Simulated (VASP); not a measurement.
# TaN in VASP: notebook

TaN is run at these levels: PBEsol; tasks: single point.

Program: VASP 6.6.1. These are calculated values, not measurements. Logs are shortened: lines on timing, memory, paths and dates and some standing lists are left out, and cuts for length are marked.

## Step 1: The cell of the first run

Symmetry: R-3m, No. 166, trigonal system. Conventional cell: a = 3.149 Å, b = 3.149 Å, c = 8.166 Å, α = 90.00°, β = 90.00°, γ = 120.00°. Ta (site symmetry -3m) has 6 N at 2.27 Å within 3.0 Å. N (site symmetry -3m) has 6 Ta at 2.27 Å within 3.0 Å.

## Step 2: Single point, PBEsol (strained)

Input file INCAR:

```
  PREC = Accurate
  ENCUT = 520
  EDIFF = 1E-6
  ISMEAR = 0
  SIGMA = 0.1
  LREAL = False
  LASPH = True
  NELM = 100
  ALGO = Normal
  ISIF = 2
  LWAVE = False
  LCHARG = True
  GGA = PS
  LELF = True
  LVHAR = True
  NBANDS = 15
  ISYM = 0
```

Input file KPOINTS:

```
regular mesh
0
Gamma
  15 15 14
```

Input file POSCAR:

```
TaN
1.0
    0.0000000000      2.2265675700      2.2265675700
    2.2265675700      0.0000000000      2.2265675700
    2.3137275700      2.3137275700     -0.0871600000
Ta N
1 1
Direct
    0.5000000000      0.5000000000      0.5000000000
    0.0000000000      0.0000000000      0.0000000000
```

Potentials or basis: VASP PAW PBE potentials, release 64 (Ta_pv, N).

Started as:

```
cat potpaw_PBE.64/Ta_pv/POTCAR potpaw_PBE.64/N/POTCAR > POTCAR
mpirun -np 1 vasp_std > vasp.out
```

OUTCAR:

```text
PREC = Accurate
   ENCUT = 520
   EDIFF = 1E-6
   ISMEAR = 0
   LREAL = False
   LASPH = True
   NELM = 100
   ISIF = 2
   GGA = PS
   ISYM = 0

 ion  position               nearest neighbor table
   1  0.500  0.500  0.500-   2 2.27   2 2.27   2 2.27   2 2.27   2 2.27   2 2.27
   2  0.000  0.000  0.000-   1 2.27   1 2.27   1 2.27   1 2.27   1 2.27   1 2.27

IMPORTANT INFORMATION: All symmetrisations will be switched off!
NOSYMM: (Re-)initialisation of all symmetry stuff for point group C_1.

----------------------------------------------------------------------------------------

                                     Primitive cell

  volume of cell :      23.3732

  direct lattice vectors                    reciprocal lattice vectors
     0.000000000  2.226567570  2.226567570    -0.220409392  0.228712393  0.220409392
     2.226567570  0.000000000  2.226567570     0.228712393 -0.220409392  0.220409392
     2.313727570  2.313727570 -0.087160000     0.212106391  0.212106391 -0.212106391

  length of vectors
     3.148842055  3.148842055  3.273265556     0.386613448  0.386613448  0.367379045

  position of ions in fractional coordinates (direct lattice)
     0.500000000  0.500000000  0.500000000
     0.000000000  0.000000000  0.000000000

  ion indices of the primitive-cell ions
   primitive index   ion index
                 1           1
                 2           2

----------------------------------------------------------------------------------------

 KPOINTS: regular mesh

Automatic generation of k-mesh.
 Grid dimensions read from file:
 generate k-points for:   15   15   14

 Generating k-lattice:

  Cartesian coordinates                     Fractional coordinates (reciprocal lattice)
    -0.014693959  0.015247493  0.014693959     0.066666667  0.000000000  0.000000000
     0.015247493 -0.014693959  0.014693959     0.000000000  0.066666667  0.000000000
     0.015150456  0.015150456 -0.015150456     0.000000000  0.000000000  0.071428571

  Length of vectors
     0.025774230  0.025774230  0.026241360

  Shift w.r.t. Gamma in fractional coordinates (k-lattice)
     0.000000000  0.000000000  0.000000000

 -----------------------------------------------------------------------------
|                                                                             |
|           W    W    AA    RRRRR   N    N  II  N    N   GGGG   !!!           |
|           W    W   A  A   R    R  NN   N  II  NN   N  G    G  !!!           |
|           W    W  A    A  R    R  N N  N  II  N N  N  G       !!!           |
|           W WW W  AAAAAA  RRRRR   N  N N  II  N  N N  G  GGG   !            |
|           WW  WW  A    A  R   R   N   NN  II  N   NN  G    G                |
|           W    W  A    A  R    R  N    N  II  N    N   GGGG   !!!           |
|                                                                             |
|     Your reciprocal lattice and k-lattice belong to different lattice       |
|     classes:                                                                |
|                                                                             |
|        The reciprocal lattice is rhombohedral (trigonal),                   |
|        whereas your k-lattice is base-centered monoclinic.                  |
|                                                                             |
|     Results are often still useful ...                                      |
|                                                                             |
 -----------------------------------------------------------------------------

 WARNING: IBZKPT: internal override: KBLOWUP is changed to .FALSE.
      ... skipping the blow-up phase ...

 Subroutine IBZKPT returns following result:
 ===========================================

 Found   1576 irreducible k-points:

 Following reciprocal coordinates:
            Coordinates               Weight
  0.000000  0.000000  0.000000      1.000000
  0.066667  0.000000 -0.000000      2.000000
  0.133333  0.000000  0.000000      2.000000
  0.200000  0.000000 -0.000000      2.000000
  0.266667  0.000000  0.000000      2.000000
  0.333333  0.000000 -0.000000      2.000000
[... 16 lines left out ...]
 -0.066667  0.066667  0.000000      2.000000
  0.000000  0.133333  0.000000      2.000000
 [... further k-points ...]
   k-points           NKPTS =   1576   k-points in BZ     NKDIM =   1576   number of bands    NBANDS=     15
   number of dos      NEDOS =    301   number of ions     NIONS =      2
   total plane-waves  NPLWV =  13824
   dimension x,y,z NGX =    24 NGY =   24 NGZ =   24
   dimension x,y,z NGXF=    48 NGYF=   48 NGZF=   48
   ions per type =               1   1
   NGX,Y,Z   is equivalent  to a cutoff of  12.67, 12.67, 12.19 a.u.
   NGXF,Y,Z  is equivalent  to a cutoff of  25.34, 25.34, 24.38 a.u.
 SYSTEM =  unknown system
   PREC   = accura    normal or accurate (medium, high low for compatibility)
   ISTART =      0    job   : 0-new  1-cont  2-samecut
   ICHARG =      2    charge: 1-file 2-atom 10-const
   ISPIN  =      1    spin polarized calculation?
   LNONCOLLINEAR =      F non collinear calculations
   LSORBIT =      F    spin-orbit coupling
   LASPH  =      T    aspherical Exc in radial PAW
   ENCUT  =  520.0 eV  38.22 Ry    6.18 a.u.   5.85  5.85  6.09*2*pi/ulx,y,z
   NELM   =    100;   NELMIN=  2; NELMDL= -5     # of ELM steps
   EDIFF  = 0.1E-05   stopping-criterion for ELM
   LREAL  =      F    real-space projection
   EDIFFG = 0.1E-04   stopping-criterion for IOM
   NSW    =      0    number of steps for IOM
   IBRION =     -1    ionic relax: 0-MD 1-quasi-New 2-CG
   NFREE  =      0    steps in history (QN), initial steepest desc. (CG)
   ISIF   =      2    stress and relaxation
   ISYM   =      0    0-nonsym 1-usesym 2-fastsym
   POTIM  = 0.5000    time-step for ionic-motion
   TEBEG  =    0.0;   TEEND  =   0.0 temperature during run
   PSTRESS=    0.0 pullay stress
   NELECT =      16.0000    total number of electrons
   NUPDOWN=      -1.0000    fix difference up-down
   EMIN   =  10.00;   EMAX   =-10.00  energy-range for DOS
   EFERMI =   0.00;   METHOD = LEGACY
   ISMEAR =     0;   SIGMA  =   0.10  broadening in eV -4-tet -1-fermi 0-gaus
   EFERMI_NEDOS =   21; number of points for ismear=-14 and -15
   IALGO  =     38    algorithm
   IMIX   =      4    mixing-type and parameters
     AMIX     =   0.40;   BMIX     =  1.00
     AMIX_MAG =   1.60;   BMIX_MAG =  1.00
  volume/ion in A,a.u.               =      11.69        78.87
  Fermi-wavevector in a.u.,A,eV,Ry     =   1.442809  2.726514 28.323216  2.081698
  Thomas-Fermi vector in A             =   2.561287
   LORBIT       =      0    0 simple, 1 ext, 2 COOP (PROOUT), +10 PAW based schemes
   GGA     = PS    functional components
   LHFCALC =     F    Hartree Fock is set to
   AEXX    =    0.0000 exact exchange contribution
   IVDW    =     0    specifies the selected vdW correction
   LEPSILON=     F    determine dielectric tensor
   LRPA    =     F    only Hartree local field effects (RPA)
 non-spin polarized calculation
 Gauss-broadening in eV      SIGMA  =   0.10
  energy-cutoff  :      520.00
  volume of cell :       23.37
 maximum number of plane-waves:       641
   NGX = 11   NGY = 11   NGZ = 13

 number of electron      15.9999998 magnetization

 Free energy of the ion-electron system (eV)
  ---------------------------------------------------
  ext. energy  EPLUGINS =         0.00000000
  ---------------------------------------------------
  free energy    TOTEN  =       -22.95620731 eV

  energy without entropy =      -22.95213699  energy(sigma->0) =      -22.95417215

 E-fermi :   8.2674     XC(G=0): -13.0758

 val. band max:        8.2665053145   @ k =  -0.2000  -0.4667   0.2143
 cond. band min:       8.2739282254   @ k =  -0.2667   0.2000   0.0000
 fundamental gap:      0.0074229109
 Fermi energy:         8.2674005629

 k-point     1 :       0.0000    0.0000    0.0000
  band No.  band energies     occupation
      1     -27.6392      2.00000
      2     -27.5247      2.00000
      3     -27.5233      2.00000
      4      -9.6893      2.00000
      5       4.6040      2.00000
      6       4.9440      2.00000
      7       4.9450      2.00000
      8       5.8610      2.00000
      9       6.6832      2.00000
     10       6.6844      2.00000
     11       8.3797      0.11236
     12       8.3812      0.10761
     13       9.1999      0.00000
     14      17.6997      0.00000
     15      20.4641      0.00000

 k-point     2 :       0.0667    0.0000   -0.0000
  band No.  band energies     occupation
      1     -27.6434      2.00000
      2     -27.5505      2.00000
      3     -27.5282      2.00000
      4      -9.5970      2.00000
      5       4.2280      2.00000
      6       4.4231      2.00000
      7       4.6170      2.00000
      8       6.0463      2.00000
      9       6.8211      2.00000
     10       6.8421      2.00000
     11       8.7753      0.00000
     12       8.7866      0.00000
     13       9.5662      0.00000
     14      18.0180      0.00000
     15      20.4639      0.00000

 k-point     3 :       0.1333    0.0000    0.0000
  band No.  band energies     occupation
      1     -27.6686      2.00000
      2     -27.6120      2.00000
      3     -27.5389      2.00000
      4      -9.3309      2.00000
      5       3.2969      2.00000
      6       3.5577      2.00000
      7       3.9408      2.00000
      8       6.4430      2.00000
      9       7.0650      2.00000
     10       7.1829      2.00000
     11       9.7198      0.00000
     12       9.7354      0.00000
     13      10.4386      0.00000
     14      18.8735      0.00000
     15      20.4632      0.00000
[... 343 lines left out ...]
 k-point    23 :      -0.0667    0.0667    0.0000
  band No.  band energies     occupation
      1     -27.6431      2.00000
      2     -27.5973      2.00000
      3     -27.5394      2.00000
      4      -9.4468      2.00000
      5       3.6672      2.00000
      6       3.7772      2.00000
      7       4.3909      2.00000
      8       6.1673      2.00000
      9       6.9399      2.00000
     10       7.2099      2.00000
     11       8.7306      0.00000
     12       9.6678      0.00000
     13      10.2601      0.00000
     14      18.5432      0.00000
     15      20.4636      0.00000

 k-point    24 :       0.0000    0.1333    0.0000
  band No.  band energies     occupation
      1     -27.6686      2.00000
      2     -27.6120      2.00000
      3     -27.5389      2.00000
      4      -9.3309      2.00000
      5       3.2969      2.00000
      6       3.5577      2.00000
      7       3.9408      2.00000
      8       6.4430      2.00000
      9       7.0650      2.00000
     10       7.1829      2.00000
     11       9.7198      0.00000
     12       9.7354      0.00000
     13      10.4386      0.00000
     14      18.8735      0.00000
     15      20.4632      0.00000

 [... further k-points ...]

------------------------ aborting loop because EDIFF is reached ----------------------------------------

  FORCE on cell =-STRESS in cart. coord.  units (eV):
  Direction    XX          YY          ZZ          XY          YZ          ZX
  --------------------------------------------------------------------------------------
  -------------------------------------------------------------------------------------
  Total       -4.3724040     -4.3723992     -4.3656633     -0.2330330      0.2412024      0.2412035
  in kB     -299.7180221   -299.7176962   -299.2559619    -15.9738652     16.5338597     16.5339316
  external PRESSURE =    -299.5638934 kB  Pullay stress =       0.0000000 kB

 VOLUME and BASIS-vectors are now :
 -----------------------------------------------------------------------------
  energy-cutoff  :      520.00
  volume of cell :       23.37
      direct lattice vectors                 reciprocal lattice vectors
     0.000000000  2.226567570  2.226567570    -0.220409392  0.228712393  0.220409392
     2.226567570  0.000000000  2.226567570     0.228712393 -0.220409392  0.220409392
     2.313727570  2.313727570 -0.087160000     0.212106391  0.212106391 -0.212106391

 POSITION                                       TOTAL-FORCE (eV/Angst)
 -----------------------------------------------------------------------------------
      2.27015      2.27015      2.18299        -0.000000     -0.000000     -0.000000
      0.00000      0.00000      0.00000         0.000000      0.000000      0.000000
 -----------------------------------------------------------------------------------
    total drift:                                0.000000     -0.000000     -0.000000

  FREE ENERGIE OF THE ION-ELECTRON SYSTEM (eV)
  ---------------------------------------------------
  free  energy   TOTEN  =       -22.9562073084 eV

  energy  without entropy=      -22.9521369873  energy(sigma->0) =      -22.95417215
```

Run time: 5.8 min. Hardware: 1 thread of Intel Xeon 8259CL, shared host; peak memory 0.62 GiB.

Results:

```
Free energy            : -22.9562 eV
Pressure               : -30.0 GPa
Band gap on the k mesh : zero (bands 8 and 9 overlap by 3.00 eV)
```

Stress tensor (GPa, compression positive):
```
-29.97  -1.60   1.65
 -1.60 -29.97   1.65
  1.65   1.65 -29.93
```

Caveat: the cell differs from its parent crystal (strained); the cell stands under tension; the PAW data sets were made with another functional, which shifts forces and pressure a little; spin-orbit coupling is left out, which moves the levels of the heavy elements.

## Step 3: Single point, PBEsol

This run uses another cell than the first one, of 10.47 Å³/atom.

Input file INCAR:

```
ALGO = Normal ; EDIFF = 1E-6
ENCUT = 600 ; GGA = PS
GGA_COMPAT = False ; ISIF = 2
ISMEAR = 0 ; LASPH = True
LCHARG = True ; LELF = True
LREAL = False ; LVHAR = True
LWAVE = False ; NBANDS = 16
NELM = 120 ; PREC = Accurate
SIGMA = 0.1
```

Input file KPOINTS:

```
k-points
0
Gamma
  16 16 16
```

Input file POSCAR:

```
TaN
1.0
    0.0000000000     -2.1878446985     -2.1878446985
    2.1878446985      0.0000000000     -2.1878446985
    2.1878446985     -2.1878446985      0.0000000000
Ta N
1 1
Direct
    0.0000000000      0.0000000000      0.0000000000
    0.5000000000      0.5000000000      0.5000000000
```

Potentials or basis: VASP PAW PBE potentials, release 64 (Ta_sv_GW, N).

Started as:

```
cat potpaw_PBE.64/Ta_sv_GW/POTCAR potpaw_PBE.64/N/POTCAR > POTCAR
mpirun -np 1 vasp_std > vasp.out
```

It took 32 s on 1 thread of Intel Xeon 6975P-C (Granite Rapids), shared host; peak memory 0.21 GiB.

The run converged. Its results:

- Free energy: -25.7573 eV
- Pressure: 0.1 GPa
- Band gap on the k mesh: zero (bands 9 and 10 overlap by 4.13 eV)

Levels at points of the mesh, in eV from the Fermi level:
| k point | band 7 | band 8 | band 9 | band 10 | band 11 | band 12 |
| --- | --- | --- | --- | --- | --- | --- |
| (0.00, 0.00, 0.00) | -3.83 | -3.83 | -2.15 | -2.15 | -2.15 | 0.05 |
| (0.50, 0.00, 0.00) | -7.68 | -7.68 | 1.97 | 1.97 | 2.06 | 3.83 |
| (0.50, 0.50, 0.00) | -5.58 | -4.63 | -4.63 | 2.16 | 3.67 | 3.67 |

Caveat: the PAW data sets were made with another functional, which shifts forces and pressure a little; spin-orbit coupling is left out, which moves the levels of the heavy elements.
